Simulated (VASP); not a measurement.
# Si64Ag (a cell with a defect) in VASP: a series of runs, part 2 of 2

VASP 6.6.1. The steps go on from the part before.

### 3 Single point, PBE

The input, INCAR:

```
SYSTEM = Si64Ag
PREC = Accurate
ENCUT = 400
EDIFF = 1E-6
ISMEAR = -1
SIGMA = 0.05
LREAL = Auto
LASPH = .TRUE.
NELM = 120
ALGO = Normal
ISIF = 2
LWAVE = .FALSE.
LCHARG = .FALSE.
GGA = PE
NELECT = 266.0
ISYM = 0
NBANDS = 172
GGA_COMPAT = .FALSE.
```

The input, KPOINTS:

```
Automatic mesh
0
Gamma
  1 1 1
  0.25 0.25 0.25
```

The input, POSCAR:

```
Si64Ag
1.0
   10.8655790000      0.0000000000      0.0000000000
    0.0000000000     10.8655790000      0.0000000000
    0.0000000000      0.0000000000     10.8655790000
Si Ag
64 1
Direct
    0.0033400000      0.0028700000      0.0031600000
    0.9960300000      0.9955700000      0.4966700000
    0.9960300000      0.4963900000      0.9958400000
    0.9978700000      0.5085000000      0.5087700000
    0.4968500000      0.9955700000      0.9958400000
    0.5089600000      0.9974100000      0.5087800000
    0.5089600000      0.5085000000      0.9976900000
    0.4967600000      0.4962900000      0.4965800000
    0.1290200000      0.1285500000      0.1288300000
    0.1168300000      0.1163600000      0.6277200000
    0.1168300000      0.6274400000      0.1166300000
    0.1289200000      0.6292900000      0.6295700000
    0.6279200000      0.1163500000      0.1166300000
    0.6297500000      0.1284600000      0.6295700000
    0.6297500000      0.6292900000      0.1287400000
    0.6224400000      0.6219700000      0.6222500000
    0.2513000000      0.2508300000      0.9980000000
    0.2438600000      0.2434100000      0.5144900000
    0.2494300000      0.7498100000      0.9988000000
    0.2514200000      0.7517100000      0.5005300000
    0.7502800000      0.2489600000      0.9987900000
    0.7521800000      0.2509500000      0.5005300000
    0.7521400000      0.7516800000      0.9999100000
    0.7486200000      0.7481500000      0.5004600000
    0.3819100000      0.3814500000      0.1109100000
    0.3744900000      0.3740200000      0.6274100000
    0.3743700000      0.8731300000      0.1248900000
    0.3763500000      0.8750400000      0.6266200000
    0.8736000000      0.3739100000      0.1248900000
    0.8755100000      0.3758800000      0.6266200000
    0.8771600000      0.8767000000      0.1249500000
    0.8736400000      0.8731800000      0.6255100000
    0.2513000000      0.9977200000      0.2511100000
    0.2494300000      0.9985100000      0.7500900000
    0.2438500000      0.5142100000      0.2437000000
    0.2514100000      0.5002400000      0.7520000000
    0.7502800000      0.9985100000      0.2492500000
    0.7521400000      0.9996200000      0.7519500000
    0.7521800000      0.5002400000      0.2512200000
    0.7486200000      0.5001900000      0.7484400000
    0.3819200000      0.1106300000      0.3817400000
    0.3743700000      0.1246000000      0.8734200000
    0.3744900000      0.6271300000      0.3743000000
    0.3763500000      0.6263400000      0.8753100000
    0.8736000000      0.1246000000      0.3741800000
    0.8771600000      0.1246700000      0.8769700000
    0.8755100000      0.6263400000      0.3761600000
    0.8736400000      0.6252200000      0.8734600000
    0.9982000000      0.2508400000      0.2511100000
    0.9989800000      0.2489600000      0.7500800000
    0.9989800000      0.7498100000      0.2492400000
    0.0000900000      0.7516800000      0.7519500000
    0.5147000000      0.2433900000      0.2436800000
    0.5007100000      0.2509500000      0.7519900000
    0.5007100000      0.7517100000      0.2512200000
    0.5006500000      0.7481500000      0.7484300000
    0.1111100000      0.3814500000      0.3817400000
    0.1250700000      0.3739100000      0.8734200000
    0.1250700000      0.8731300000      0.3741800000
    0.1251400000      0.8767000000      0.8769800000
    0.6276000000      0.3740200000      0.3743000000
    0.6268100000      0.3758800000      0.8753200000
    0.6268100000      0.8750400000      0.3761700000
    0.6256900000      0.8731800000      0.8734600000
    0.3129100000      0.3124100000      0.3126800000
```

Potentials or basis: VASP PAW PBE potentials, release 64 (Si, Ag).

Command:

```console
cat potpaw_PBE.64/Si/POTCAR potpaw_PBE.64/Ag/POTCAR > POTCAR
mpirun -np 1 vasp_std > vasp.out
```

OUTCAR:

```text
SYSTEM = Si64Ag
   PREC = Accurate
   ENCUT = 400
   EDIFF = 1E-6
   ISMEAR = -1
   LREAL = Auto
   LASPH = .TRUE.
   NELM = 120
   ISIF = 2
   GGA = PE
   NELECT = 266.0
   ISYM = 0

 ion  position               nearest neighbor table
   1  0.003  0.003  0.003-  31 2.35  60 2.35  46 2.35   9 2.37
   2  0.996  0.996  0.497-  10 2.34  32 2.34  45 2.35  59 2.35
   3  0.996  0.496  0.996-  11 2.34  48 2.34  58 2.35  29 2.35
   4  0.998  0.508  0.509-  57 2.31  12 2.34  47 2.34  30 2.34
   5  0.497  0.996  0.996-  13 2.34  64 2.34  42 2.35  27 2.35
   6  0.509  0.997  0.509-  41 2.31  14 2.34  28 2.34  63 2.34
[... 9 lines left out ...]
  16  0.622  0.622  0.622-  56 2.35  24 2.35  40 2.35   8 2.37
  17  0.251  0.251  0.998-  42 2.35  58 2.35  25 2.35   9 2.36
[... 32 lines left out ...]
  50  0.999  0.249  0.750-  46 2.34  10 2.34  30 2.35  58 2.35
  51  0.999  0.750  0.249-  31 2.34  11 2.34  47 2.35  59 2.35
  52  0.000  0.752  0.752-  12 2.34  32 2.35  48 2.35  60 2.35
  53  0.515  0.243  0.244-  13 2.31  61 2.35  65 2.44  41 2.53  25 2.53
  54  0.501  0.251  0.752-  26 2.35  14 2.35  42 2.35  62 2.35
  55  0.501  0.752  0.251-  43 2.35  15 2.35  27 2.35  63 2.35
[... 267 lines left out ...]

 k-point     1 :       0.2500    0.2500    0.2500
  band No.  band energies     occupation
      1      -5.8378      2.00000
      2      -5.3232      2.00000
      3      -5.2705      2.00000
      4      -5.2705      2.00000
      5      -4.8142      2.00000
      6      -4.7609      2.00000
[... 581 lines left out ...]
    144       7.8887      0.00000
    145       7.9024      0.00000
 [bands above 145 left out]

------------------------ aborting loop because EDIFF is reached ----------------------------------------

  FORCE on cell =-STRESS in cart. coord.  units (eV):
  Direction    XX          YY          ZZ          XY          YZ          ZX
  --------------------------------------------------------------------------------------
  -------------------------------------------------------------------------------------
  Total       14.9576597     14.9546748     14.9582239     -2.3334364     -2.3334970     -2.3306791
  in kB       18.6816663     18.6779383     18.6823709     -2.9143918     -2.9144674     -2.9109479
  external PRESSURE =      18.6806585 kB  Pullay stress =       0.0000000 kB

 VOLUME and BASIS-vectors are now :
 -----------------------------------------------------------------------------
  energy-cutoff  :      400.00
  volume of cell :     1282.80
      direct lattice vectors                 reciprocal lattice vectors
    10.865579000  0.000000000  0.000000000     0.092033752  0.000000000  0.000000000
     0.000000000 10.865579000  0.000000000     0.000000000  0.092033752  0.000000000
     0.000000000  0.000000000 10.865579000     0.000000000  0.000000000  0.092033752

 POSITION                                       TOTAL-FORCE (eV/Angst)
 -----------------------------------------------------------------------------------
      0.03629      0.03118      0.03434         0.039831      0.040125      0.038545
     10.82244     10.81744      5.39661         0.025445      0.022816      0.031577
     10.82244      5.39356     10.82038         0.024071      0.032209      0.024886
     10.84244      5.52515      5.52808        -0.011811      0.009215      0.011015
      5.39856     10.81744     10.82038         0.032763      0.022845      0.026160
      5.53015     10.83744      5.52819         0.010580     -0.013068      0.010019
[... 57 lines left out ...]
      6.79848      9.48761      9.49065        -0.024364     -0.039951     -0.040005
      3.39995      3.39452      3.39745         0.000630     -0.000640      0.002206
 -----------------------------------------------------------------------------------
    total drift:                                0.006959      0.007606      0.004894

  FREE ENERGIE OF THE ION-ELECTRON SYSTEM (eV)
  ---------------------------------------------------
  free  energy   TOTEN  =      -353.2506529320 eV

  energy  without entropy=     -353.2504748013  energy(sigma->0) =     -353.25056387
```

Wall time 28 min (1 thread of Intel Xeon 8259CL, shared host); peak memory 0.94 GiB.

Results:

| Item | Value |
| --- | --- |
| Free energy | -353.2507 eV |
| Largest force | 0.103 eV/Å |

Forces on the atoms (eV/Å):
```
Si   0.040  0.040  0.039
Si   0.025  0.023  0.032
Si   0.024  0.032  0.025
Si  -0.012  0.009  0.011
Si   0.033  0.023  0.026
Si   0.011 -0.013  0.010
Si   0.010  0.009 -0.013
Si   0.037  0.036  0.035
Si  -0.035 -0.036 -0.036
Si  -0.010 -0.011  0.012
Si  -0.011  0.012 -0.009
Si  -0.032 -0.025 -0.024
Si   0.011 -0.010 -0.010
Si  -0.024 -0.032 -0.025
Si  -0.024 -0.026 -0.033
Si  -0.039 -0.039 -0.039
Si   0.044  0.045 -0.031
Si  -0.024 -0.025  0.095
Si   0.035  0.027  0.023
Si   0.027  0.020  0.014
Si   0.027  0.035  0.025
Si   0.020  0.027  0.013
Si   0.040  0.040  0.023
Si   0.033  0.032  0.016
Si   0.027  0.026 -0.096
Si  -0.047 -0.045  0.030
Si  -0.028 -0.018 -0.015
Si  -0.033 -0.027 -0.025
Si  -0.018 -0.029 -0.016
Si  -0.028 -0.033 -0.025
Si  -0.031 -0.032 -0.016
Si  -0.039 -0.040 -0.026
Si   0.045 -0.031  0.046
Si   0.034  0.026  0.026
Si  -0.025  0.096 -0.026
Si   0.028  0.015  0.018
Si   0.025  0.025  0.034
Si   0.039  0.025  0.041
Si   0.019  0.016  0.029
Si   0.033  0.014  0.031
Si   0.025 -0.095  0.025
Si  -0.028 -0.012 -0.021
Si  -0.046  0.029 -0.045
Si  -0.034 -0.025 -0.025
Si  -0.018 -0.012 -0.028
Si  -0.031 -0.017 -0.031
Si  -0.028 -0.025 -0.035
Si  -0.039 -0.022 -0.040
Si  -0.032  0.044  0.045
Si   0.026  0.035  0.028
Si   0.025  0.027  0.034
Si   0.023  0.040  0.041
Si   0.094 -0.025 -0.025
Si   0.014  0.027  0.021
Si   0.015  0.020  0.030
Si   0.016  0.033  0.032
Si  -0.095  0.026  0.025
Si  -0.015 -0.030 -0.020
Si  -0.014 -0.019 -0.027
Si  -0.017 -0.033 -0.032
Si   0.030 -0.046 -0.045
Si  -0.026 -0.033 -0.026
Si  -0.026 -0.027 -0.035
Si  -0.024 -0.040 -0.040
Ag   0.001 -0.001  0.002
```

Caveat: the cell carries a net charge on a neutralising background, which shifts energy and pressure; the cell is charged against a uniform background, so pressure and absolute levels hang on convention.
